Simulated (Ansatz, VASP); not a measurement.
**Two plane-wave programs on LiMg6Mo**

Contents of INCAR:

```
  PREC = Accurate
  ENCUT = 600
  EDIFF = 1E-7
  ISMEAR = 0
  SIGMA = 0.1
  LREAL = F
  LASPH = T
  NELM = 100
  ALGO = Fast
  ISIF = 3
  LWAVE = F
  LCHARG = F
  GGA = PE
  IBRION = 2
  NSW = 100
  EDIFFG = -0.01
```

Contents of KPOINTS:

```
regular mesh
0
Gamma
  6 6 6
```

Contents of POSCAR:

```
LiMg6Mo
1.0
    3.9921364132      2.3048610328      3.5430124007
   -3.9921364132      2.3048610328      3.5430124007
    0.0000000000     -4.6097220656      3.5430124007
Li Mg Mo
1 6 1
Direct
    0.5000000000      0.5000000000      0.5000000000
    0.3300070202      0.3300070202      0.9601101786
    0.9601101786      0.3300070202      0.3300070202
    0.3300070202      0.9601101786      0.3300070202
    0.0398898214      0.6699929798      0.6699929798
    0.6699929798      0.6699929798      0.0398898214
    0.6699929798      0.0398898214      0.6699929798
    0.0000000000      0.0000000000      0.0000000000
```

Input for Ansatz:

```yaml
crystal:
  lattice:
    - [3.9921364132, 2.3048610328, 3.5430124007]
    - [-3.9921364132, 2.3048610328, 3.5430124007]
    - [0.0, -4.6097220656, 3.5430124007]
  atoms:
    - { symbol: Li, position: [0.5, 0.5, 0.5] }
    - { symbol: Mg, position: [0.3300070202, 0.3300070202, 0.9601101786] }
    - { symbol: Mg, position: [0.9601101786, 0.3300070202, 0.3300070202] }
    - { symbol: Mg, position: [0.3300070202, 0.9601101786, 0.3300070202] }
    - { symbol: Mg, position: [0.0398898214, 0.6699929798, 0.6699929798] }
    - { symbol: Mg, position: [0.6699929798, 0.6699929798, 0.0398898214] }
    - { symbol: Mg, position: [0.6699929798, 0.0398898214, 0.6699929798] }
    - { symbol: Mo, position: [0.0, 0.0, 0.0] }
basis:
  ecutwfc: 420
kpoints:
  mp_grid: { grid: [6, 6, 6] }
hamiltonian:
  xc: pbe
scf:
  occupations: { method: gaussian, width: 0.1 }
output:
  forces: true
  stress: true
  eigenvalues: true
relax:
  adjacent_minimum: "off"
  f_tol: 0.01
  max_steps: 80
  cell: { stress_tol: 0.05 }
```

Alike in both runs: task relaxation of cell and atoms; functional PBE; k mesh 6 × 6 × 6; occupations gaussian, width 0.1 eV; no spin polarisation.

|  | VASP | Ansatz |
| --- | --- | --- |
| version | VASP 6.6.1 | Ansatz 0.2.0 |
| potentials or method | VASP PAW PBE potentials, release 64 (Li_sv, Mg, Mo_sv), cutoff 600 eV | scalar-relativistic, plane waves, PAW |
| valence electrons in the cell | 29 | 77 |

|  | VASP | Ansatz | Ansatz less VASP |
| --- | --- | --- | --- |
| gap on the k mesh at the Fermi level, each at its own relaxed structure (eV) | none | none | - |
| relaxed volume (Å³/atom) | 23.99 | 24.05 | +0.059 |
| relaxed length of the cell vector where the two differ most in proportion (Å) | 5.785 | 5.789 | +0.0043 |

A gap of «none» marks a metal or a gap that the smearing closes. VASP's potentials hold 29 valence electrons a cell and Ansatz's 77, so a difference there can come from the potentials and not from the codes.

Noted on VASP's run: the cutoff is under 1.25 times that of the potentials, so the pressure is a little rough.
